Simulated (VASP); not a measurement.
Write the native input for VASP 6.6.1 that does the following.

```
Task                   : single point
Functional             : PBEsol
Potentials or basis    : VASP PAW PBE potentials, release 64 (Zn)
Cutoff                 : 520 eV
k mesh                 : 24 × 24 × 10
Occupations            : gaussian, width 0.15 eV
Spin                   : no spin polarisation
Dipole correction      : no
Further INCAR settings : ALGO = Fast; EDIFF = 1e-07; NBANDS = 19
```

The structure of Zn lies in POSCAR:

```
Zn
1.0
    2.6647980532      0.0000000000      0.0000000000
   -1.3323990266      2.3077828100      0.0173083711
    0.0000000000      0.0371002500      4.9467000000
Zn
2
Direct
    0.3333333333      0.6666666667      0.2500000000
    0.6666666667      0.3333333333      0.7500000000
```

This cell differs from its parent crystal: strain +0.0150 x Voigt [0, 0, 0, 1, 0, 0].

These files were run (other wordings do the same):

INCAR

```
PREC = Accurate
ENCUT = 520
EDIFF = 1E-7
ISMEAR = 0
SIGMA = 0.15
LREAL = F
LASPH = T
NELM = 80
ALGO = Fast
ISIF = 2
LWAVE = F
LCHARG = F
GGA = PS
NBANDS = 19
```

KPOINTS

```
Automatic mesh
0
Gamma
  24 24 10
```

Potentials or basis: VASP PAW PBE potentials, release 64 (Zn).

Command:

```bash
$ cat potpaw_PBE.64/Zn/POTCAR > POTCAR
$ mpirun -np 1 vasp_std > vasp.out
```

It gave:

| Property | Result |
| --- | --- |
| Pressure | -5.0 GPa |
| Band gap on the k mesh | zero (bands 12 and 13 overlap by 4.46 eV) |

Caveat: the cell differs from its parent crystal (strain +0.0150 x Voigt [0, 0, 0, 1, 0, 0]); the cell stands under tension; the PAW data sets were made with another functional, which shifts forces and pressure a little.

It took 22 min on 1 thread of Oxide Virtual Turin-like Processor, with other jobs on the host, peak memory 0.7 GiB.
